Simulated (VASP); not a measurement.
The system is Na2S.

```
Na S
1.0
     0.00000    3.25544    3.25544
     3.25544    0.00000    3.25544
     3.25544    3.25544    0.00000
Na S
2 1
Direct
  0.25000 0.25000 0.25000
  0.75000 0.75000 0.75000
  0.00000 0.00000 0.00000
```

Program: VASP 6.6.1. Alike in all runs: task single point; potentials or basis VASP PAW PBE potentials, release 64 (Na_pv, S); no spin polarisation; cell as given; k mesh 6 × 6 × 6; smearing gaussian 0.01 eV.

Q: Order these runs on this cell by their band gap on the k mesh, lowest first.
A. level HSE06; cutoff (eV) 400; grid for exact exchange (PRECFOCK) Normal; share of exact exchange 0.25; screening parameter 0.2079 1/Å
B. level PBE; cutoff (eV) 500
C. level r2SCAN; cutoff (eV) 550

A: B (2.53 eV), C (3.11 eV), A (3.52 eV).
